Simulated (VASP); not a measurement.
Write the native input for VASP 6.6.1 that does the following.

```
Task                   : relaxation of cell and atoms
Functional             : PBEsol
Potentials or basis    : VASP PAW PBE potentials, release 64 (Mg, O)
Cutoff                 : 600 eV
k mesh                 : 5 × 5 × 5
Occupations            : gaussian, width 0.01 eV
Spin                   : no spin polarisation
Dipole correction      : no
Further INCAR settings : ALGO = Normal; EDIFF = 1e-06; IBRION = 2; EDIFFG = -0.003; NSW = 80; ISIF = 3
```

The structure of MgO2 lies in POSCAR:

```
MgO2
1.0
    4.8286124700      0.0000000000      0.0000000000
    0.0000000000      4.8286124700      0.0000000000
    0.0000000000      0.0000000000      4.8286124700
Mg O
4 8
Direct
    0.0000000000      0.5000000000      0.5000000000
    0.5000000000      0.5000000000      0.0000000000
    0.5000000000      0.0000000000      0.5000000000
    0.0000000000      0.0000000000      0.0000000000
    0.4105755600      0.0894244400      0.9105755600
    0.0894244400      0.9105755600      0.4105755600
    0.9105755600      0.4105755600      0.0894244400
    0.5894244400      0.5894244400      0.5894244400
    0.4105755600      0.4105755600      0.4105755600
    0.0894244400      0.5894244400      0.9105755600
    0.9105755600      0.0894244400      0.5894244400
    0.5894244400      0.9105755600      0.0894244400
```

The input as run:

INCAR

```
SYSTEM = MgO2
PREC     = Accurate       ! precision mode
ENCUT    = 600            ! plane-wave cutoff, eV
EDIFF    = 1E-6           ! SCF threshold, eV
ISMEAR   = 0              ! smearing method
SIGMA    = 0.01           ! smearing width, eV
LREAL    = .False.        ! projectors in reciprocal space
LASPH    = .True.         ! aspherical terms in the spheres
NELM     = 60             ! most SCF steps
ALGO     = Normal         ! electronic algorithm
ISIF     = 3              ! what is computed and relaxed
LWAVE    = .False.        ! write WAVECAR
LCHARG   = .False.        ! write CHGCAR
GGA      = PS             ! functional
IBRION   = 2              ! ionic algorithm
NSW      = 80             ! ionic steps
EDIFFG   = -0.003         ! ionic threshold
```

KPOINTS

```
Automatic mesh
0
Gamma
  5 5 5
  0 0 0
```

Potentials or basis: VASP PAW PBE potentials, release 64 (Mg, O).

Run with:

```bash
$ cat potpaw_PBE.64/Mg/POTCAR potpaw_PBE.64/O/POTCAR > POTCAR
$ mpirun -np 1 vasp_std > vasp.out
```

It gave:

```
Relaxed volume                        : 9.41 Å³/atom
Relaxed cell                          : a = 4.834 Å, b = 4.834 Å, c = 4.834 Å, α = 90.00°, β = 90.00°, γ = 90.00°
Space group after relaxing (to 0.1 Å) : Pa-3 (No. 205)
Energy gained by relaxing             : 0.3 meV/atom
Ionic steps                           : 4
Pressure after relaxing               : 0.0 GPa
Band gap on the k mesh                : 3.90 eV (least direct gap 4.01 eV)
```

Caveat: the PAW data sets were made with another functional, which shifts forces and pressure a little; an odd mesh through Γ misses points on the zone boundary, where band edges can lie.

Wall time 4 min on 1 thread of Intel Xeon 8259CL (shared host), peak memory 0.27 GiB.
